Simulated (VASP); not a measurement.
# Zn12S12O (a cell with a defect) in VASP: single point with PBEsol

Aim: the single point of Zn12S12O (a cell with a defect) with PBEsol.

Program: VASP 6.6.1. These are calculated values, not measurements. Logs are shortened: lines on timing, memory, paths and dates and some standing lists are left out, and cuts for length are marked.

### Step 1. The cell of the first run

The cell holds a defect, 25 atoms: a = 7.575 Å, b = 7.575 Å, c = 11.362 Å, α = 60.00°, β = 60.00°, γ = 60.00°.

### Step 2. Single point, PBEsol, collinear spin

Input file INCAR:

```
SYSTEM = Zn12S12O
ALGO     = Normal         ! electronic algorithm
EDIFF    = 1E-6           ! SCF threshold, eV
ENCUT    = 520            ! plane-wave cutoff, eV
GGA      = PS             ! functional
GGA_COMPAT= .FALSE.      
ISIF     = 2              ! what is computed and relaxed
ISMEAR   = -1             ! smearing method
ISPIN    = 2              ! spin polarisation
ISYM     = 0            
LASPH    = .TRUE.         ! aspherical terms in the spheres
LCHARG   = .FALSE.        ! write CHGCAR
LORBIT   = 11             ! projections on sites
LREAL    = .FALSE.        ! projectors in reciprocal space
LWAVE    = .FALSE.        ! write WAVECAR
MAGMOM   = 0 0.1 0 0 0 0.1 0 0 0.1 0 0.1 0 0 0.1 0 0.1 0 0.1 0 0 0 0 0.1 0.1 0.1 ! initial moments
NBANDS   = 133            ! bands
NELECT   = 223.0        
NELM     = 200            ! most SCF steps
PREC     = Accurate       ! precision mode
SIGMA    = 0.05           ! smearing width, eV
```

Input file KPOINTS:

```
Automatic mesh
0
Gamma
  1 1 1
  0.25 0.25 0.25
```

Input file POSCAR:

```
Zn12S12O
1.0
    0.0000000000      5.3562680000      5.3562680000
    5.3562680000      0.0000000000      5.3562680000
    8.0344020000      8.0344020000      0.0000000000
Zn S O
12 12 1
Direct
    0.0091400000      0.9816550000      0.0081390000
    0.9845110000      0.0349800000      0.6611360000
    0.5134080000      0.5015840000      0.3268070000
    0.0067500000      0.0082140000      0.3265750000
    0.4868200000      0.5038330000      0.0083380000
    0.5410980000      0.4783780000      0.6612270000
    0.0189940000      0.5136880000      0.9806200000
    0.5091220000      0.0047140000      0.3250240000
    0.9942690000      0.4878370000      0.6585580000
    0.4950060000      0.9899460000      0.0083480000
    0.9890390000      0.4845250000      0.3703190000
    0.5014980000      0.9950830000      0.6640600000
    0.1218820000      0.1313950000      0.0813090000
    0.1355470000      0.1023550000      0.7630450000
    0.6172620000      0.6362950000      0.4121380000
    0.1409850000      0.1127110000      0.4118090000
    0.6366550000      0.6166990000      0.0812600000
    0.6083100000      0.6292740000      0.7632840000
    0.1137110000      0.6085090000      0.1024810000
    0.6273390000      0.1224280000      0.4170960000
    0.1356270000      0.6293160000      0.7355790000
    0.6295970000      0.1243460000      0.0786000000
    0.1456970000      0.6405780000      0.4051510000
    0.6075970000      0.1017360000      0.7649880000
    0.8739150000      0.3685400000      0.5944970000
```

Potentials or basis: VASP PAW PBE potentials, release 64 (Zn, S, O).

On the command line:

```
> cat potpaw_PBE.64/Zn/POTCAR potpaw_PBE.64/S/POTCAR potpaw_PBE.64/O/POTCAR > POTCAR
> mpirun -np 1 vasp_std > vasp.out
```

OUTCAR:

```text
SYSTEM = Zn12S12O
   EDIFF = 1E-6
   ENCUT = 520
   GGA = PS
   ISIF = 2
   ISMEAR = -1
   ISPIN = 2
   ISYM = 0
   LASPH = .TRUE.
   LORBIT = 11
   LREAL = .FALSE.
   NELECT = 223.0
   NELM = 200
   PREC = Accurate

 ion  position               nearest neighbor table
   1  0.009  0.982  0.008-  14 2.27  13 2.31  19 2.31  22 2.35
   2  0.985  0.035  0.661-  25 2.06  14 2.33  16 2.33  24 2.36  21 2.51
   3  0.513  0.502  0.327-  15 2.27  23 2.28  17 2.28  20 2.35
   4  0.007  0.008  0.327-  16 2.27  13 2.28  23 2.28  20 2.35
   5  0.487  0.504  0.008-  18 2.27  17 2.31  19 2.31  22 2.35
   6  0.541  0.478  0.661-  25 2.06  18 2.33  15 2.33  24 2.36  21 2.51
   7  0.019  0.514  0.981-  21 2.27  19 2.33  13 2.37  17 2.37
   8  0.509  0.005  0.325-  16 2.28  15 2.28  22 2.29  20 2.32
   9  0.994  0.488  0.659-  25 2.08  23 2.37  14 2.40  18 2.40  21 2.47
  10  0.495  0.990  0.008-  24 2.26  13 2.31  17 2.31  22 2.32
  11  0.989  0.485  0.370-  25 2.08  23 2.30  15 2.33  16 2.34  19 2.49
  12  0.501  0.995  0.664-  24 2.26  18 2.27  14 2.27  20 2.29
  13  0.122  0.131  0.081-   4 2.28   1 2.31  10 2.31   7 2.37
  14  0.136  0.102  0.763-  12 2.27   1 2.27   2 2.33   9 2.40
  15  0.617  0.636  0.412-   3 2.27   8 2.28   6 2.33  11 2.33
  16  0.141  0.113  0.412-   4 2.27   8 2.28   2 2.33  11 2.34
  17  0.637  0.617  0.081-   3 2.28   5 2.31  10 2.31   7 2.37
  18  0.608  0.629  0.763-  12 2.27   5 2.27   6 2.33   9 2.40
  19  0.114  0.609  0.102-   5 2.31   1 2.31   7 2.33  11 2.49
  20  0.627  0.122  0.417-  12 2.29   8 2.32   3 2.35   4 2.35
  21  0.136  0.629  0.736-   7 2.27   9 2.47   6 2.51   2 2.51
  22  0.630  0.124  0.079-   8 2.29  10 2.32   5 2.35   1 2.35
  23  0.146  0.641  0.405-   4 2.28   3 2.28  11 2.30   9 2.37
  24  0.608  0.102  0.765-  12 2.26  10 2.26   6 2.36   2 2.36
  25  0.874  0.369  0.594-   6 2.06   2 2.06   9 2.08  11 2.08

IMPORTANT INFORMATION: All symmetrisations will be switched off!
NOSYMM: (Re-)initialisation of all symmetry stuff for point group C_1.

----------------------------------------------------------------------------------------

                                     Primitive cell

  volume of cell :     461.0077

  direct lattice vectors                    reciprocal lattice vectors
     0.000000000  5.356268000  5.356268000    -0.093348578  0.093348578  0.093348578
     5.356268000  0.000000000  5.356268000     0.093348578 -0.093348578  0.093348578
     8.034402000  8.034402000  0.000000000     0.062232385  0.062232385 -0.062232385

  length of vectors
     7.574906849  7.574906849 11.362360274     0.161684480  0.161684480  0.107789653

  position of ions in fractional coordinates (direct lattice)
     0.009140000  0.981655000  0.008139000
     0.984511000  0.034980000  0.661136000
     0.513408000  0.501584000  0.326807000
     0.006750000  0.008214000  0.326575000
     0.486820000  0.503833000  0.008338000
[... 143 lines left out ...]

 E-fermi :   2.6992     XC(G=0): -10.1170

 val. band max:        2.5151898250   @ k =   0.2500   0.2500   0.2500
 cond. band min:       2.8638920654   @ k =   0.2500   0.2500   0.2500
 fundamental gap:      0.3487022404
 Fermi energy:         2.6992042458

 spin component 1

 k-point     1 :       0.2500    0.2500    0.2500
  band No.  band energies     occupation
      1     -14.8101      1.00000
      2     -10.8379      1.00000
      3     -10.2515      1.00000
      4     -10.2287      1.00000
      5     -10.0979      1.00000
      6     -10.0459      1.00000
[... 115 lines left out ...]
    122       6.9044      0.00000
    123       6.9925      0.00000
 Fermi energy:         2.6992042458

 spin component 2

 k-point     1 :       0.2500    0.2500    0.2500
  band No.  band energies     occupation
      1     -14.2835      1.00000
      2     -10.8087      1.00000
      3     -10.2261      1.00000
      4     -10.1907      1.00000
      5     -10.0518      1.00000
      6     -10.0142      1.00000
[... 115 lines left out ...]
    122       6.9173      0.00000
    123       7.0116      0.00000
 [bands above 123 left out]

------------------------ aborting loop because EDIFF is reached ----------------------------------------

  FORCE on cell =-STRESS in cart. coord.  units (eV):
  Direction    XX          YY          ZZ          XY          YZ          ZX
  --------------------------------------------------------------------------------------
  -------------------------------------------------------------------------------------
  Total       16.8493023     16.8712622     13.5512187     -6.9315641     -0.2678192     -0.2569508
  in kB       58.5577462     58.6340653     47.0956490    -24.0898267     -0.9307737     -0.8930020
  external PRESSURE =      54.7624868 kB  Pullay stress =       0.0000000 kB

 VOLUME and BASIS-vectors are now :
 -----------------------------------------------------------------------------
  energy-cutoff  :      520.00
  volume of cell :      461.01
      direct lattice vectors                 reciprocal lattice vectors
     0.000000000  5.356268000  5.356268000    -0.093348578  0.093348578  0.093348578
     5.356268000  0.000000000  5.356268000     0.093348578 -0.093348578  0.093348578
     8.034402000  8.034402000  0.000000000     0.062232385  0.062232385 -0.062232385

 POSITION                                       TOTAL-FORCE (eV/Angst)
 -----------------------------------------------------------------------------------
      5.32340      0.11435      5.30696        -0.009223     -0.003226      0.003219
      5.49919     10.58514      5.46067        -0.024353      0.020380     -0.037858
      5.31232      5.37565      5.43657        -0.008229      0.008952      0.012453
      2.66783      2.65999      0.08015         0.020559     -0.003698      0.001345
      2.76566      2.67453      5.30620        -0.004473     -0.009215      0.001793
      7.87488      8.21083      5.46059         0.031220     -0.033726     -0.042601
[... 17 lines left out ...]
      6.69115      9.40067      3.79938         0.000219      0.009811     -0.008237
      6.75043      9.45735      6.65492        -0.020844     -0.003886      0.040292
 -----------------------------------------------------------------------------------
    total drift:                                0.001544     -0.000197      0.000533

  FREE ENERGIE OF THE ION-ELECTRON SYSTEM (eV)
  ---------------------------------------------------
  free  energy   TOTEN  =       -89.4757648295 eV

  energy  without entropy=      -89.4587407877  energy(sigma->0) =      -89.46725281

 total charge

# of ion       s       p       d       tot
------------------------------------------
    1        0.537   0.521   9.805  10.863
    2        0.505   0.490   9.810  10.805
    3        0.542   0.542   9.810  10.895
    4        0.542   0.543   9.810  10.896
    5        0.537   0.522   9.805  10.864
    6        0.505   0.492   9.810  10.808
[... 17 lines left out ...]
   24        1.310   2.457   0.000   3.767
   25        1.583   3.360   0.000   4.943
--------------------------------------------------
tot         23.634  38.880 117.735 180.249

 magnetization (x)

# of ion       s       p       d       tot
------------------------------------------
    1        0.001   0.001   0.003   0.005
    2       -0.005  -0.004   0.035   0.026
    3       -0.000   0.001   0.002   0.003
    4       -0.000   0.001   0.002   0.003
    5        0.001   0.001   0.003   0.005
    6       -0.005  -0.004   0.035   0.027
[... 17 lines left out ...]
   24        0.001   0.037   0.000   0.038
   25        0.005   0.304   0.000   0.308
--------------------------------------------------
tot          0.002   0.665   0.104   0.771
```

OSZICAR:

```text
N       E                     dE             d eps       ncg     rms          rms(c)
DAV:   1     0.226763031613E+04    0.22676E+04   -0.98312E+04   532   0.206E+03
DAV:   2     0.359621976359E+03   -0.19080E+04   -0.18354E+04   532   0.523E+02
DAV:   3    -0.571203349018E+02   -0.41674E+03   -0.39825E+03   574   0.203E+02
DAV:   4    -0.960399813165E+02   -0.38920E+02   -0.38379E+02   608   0.638E+01
DAV:   5    -0.971207349727E+02   -0.10808E+01   -0.10735E+01   608   0.108E+01    0.276E+01
DAV:   6    -0.891004286141E+02    0.80203E+01   -0.23043E+01   792   0.600E+01    0.216E+01
DAV:   7    -0.894612393640E+02   -0.36081E+00   -0.16994E+01   688   0.185E+01    0.128E+01
DAV:   8    -0.894835271334E+02   -0.22288E-01   -0.30701E+00   712   0.219E+01    0.366E+00
DAV:   9    -0.894662237315E+02    0.17303E-01   -0.88996E-01   728   0.105E+01    0.148E+00
DAV:  10    -0.894740839086E+02   -0.78602E-02   -0.23250E-01   616   0.364E+00    0.734E-01
DAV:  11    -0.894739967077E+02    0.87201E-04   -0.67752E-02   680   0.148E+00    0.461E-01
DAV:  12    -0.894751551172E+02   -0.11584E-02   -0.15949E-02   616   0.797E-01    0.293E-01
DAV:  13    -0.894757275246E+02   -0.57241E-03   -0.51318E-03   680   0.371E-01    0.164E-01
DAV:  14    -0.894757047540E+02    0.22771E-04   -0.19918E-03   752   0.280E-01    0.666E-02
DAV:  15    -0.894757450671E+02   -0.40313E-04   -0.48606E-04   624   0.171E-01    0.379E-02
DAV:  16    -0.894757610782E+02   -0.16011E-04   -0.13058E-04   656   0.558E-02    0.212E-02
DAV:  17    -0.894757639029E+02   -0.28247E-05   -0.17724E-05   608   0.359E-02    0.876E-03
DAV:  18    -0.894757648295E+02   -0.92655E-06   -0.66749E-06   528   0.161E-02
   1 F= -.89475765E+02 E0= -.89467253E+02  d E =-.170240E-01  mag=     0.9789
```

Wall time 12 min (1 thread of Oxide Virtual Turin-like, shared host); peak memory 0.78 GiB.

Results:

```
Free energy                                           : -89.4758 eV
Largest force                                         : 0.063 eV/Å
Net moment                                            : 0.98 μB per cell
Site moments                                          : Zn +0.01, +0.03, +0.00 (each value once); S +0.01, +0.07, +0.05, +0.00, +0.06, +0.04 (each value once); O +0.31 μB
Valence electrons inside the program's atomic spheres : Zn 10.86, 10.80, 10.89, 10.90, 10.81, 10.83, 10.77, 10.88, 10.85, 10.93 (each value once); S 3.76, 3.75, 3.74, 3.70, 3.77 (each value once); O 4.94
```

Forces in eV/Å, atoms in the order of the input:
```
Zn  -0.009 -0.003  0.003
Zn  -0.024  0.020 -0.038
Zn  -0.008  0.009  0.012
Zn   0.021 -0.004  0.001
Zn  -0.004 -0.009  0.002
Zn   0.031 -0.034 -0.043
Zn  -0.012 -0.015  0.015
Zn  -0.004  0.007  0.006
Zn   0.032  0.019  0.033
Zn  -0.001  0.004  0.007
Zn  -0.013 -0.008  0.009
Zn   0.010  0.005 -0.026
S    0.000 -0.010 -0.008
S   -0.001  0.032 -0.004
S   -0.026 -0.005  0.015
S    0.006 -0.020  0.006
S    0.005  0.014 -0.012
S    0.032  0.000  0.009
S    0.008  0.004 -0.006
S   -0.005  0.007  0.011
S    0.011 -0.002 -0.009
S   -0.011 -0.008  0.012
S   -0.014 -0.012 -0.027
S    0.000  0.010 -0.008
O   -0.021 -0.004  0.040
```

Caveat: the k points lie up to 1.02 Å⁻¹ apart, too coarse for converged energies, forces and pressures; the cell carries a net charge on a neutralising background, which shifts energy and pressure; the cell is charged against a uniform background, so pressure and absolute levels hang on convention; the PAW data sets were made with another functional, which shifts forces and pressure a little.
